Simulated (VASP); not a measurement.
A run of VASP 6.6.1 is set up as follows.

The input INCAR:

```
PREC = Accurate
ENCUT = 520
EDIFF = 1E-6
ISMEAR = -1
SIGMA = 0.08
LREAL = F
LASPH = T
NELM = 60
ALGO = Normal
ISIF = 2
LWAVE = F
LCHARG = F
GGA = PS
NBANDS = 9
```

Contents of KPOINTS:

```
Automatic mesh
0
Gamma
  12 12 7
```

Contents of POSCAR:

```
Mg
1.0
    3.2515036326      0.0000000000      0.0000000000
   -1.6257518162      2.8158847463      0.0000000000
    0.0000000000      0.0000000000      5.2788948365
Mg
2
Direct
    0.3333333333      0.6666666667      0.2500000000
    0.6666666667      0.3333333333      0.7500000000
```

Potentials or basis: VASP PAW PBE potentials, release 64 (Mg).

Run with:

```console
$ cat potpaw_PBE.64/Mg/POTCAR > POTCAR
$ mpirun -np 1 vasp_std > vasp.out
```

Problem. What does it give for the pressure?

Solution. -2.4 GPa.

Problem. Estimate the band gap on the k mesh.

Solution. Zero (bands 2 and 3 overlap by 2.23 eV).

Stress tensor (GPa, compression positive):
```
-2.12  0.00  0.00
 0.00 -2.12  0.00
 0.00  0.00 -2.86
```

Caveat: the PAW data sets were made with another functional, which shifts forces and pressure a little.
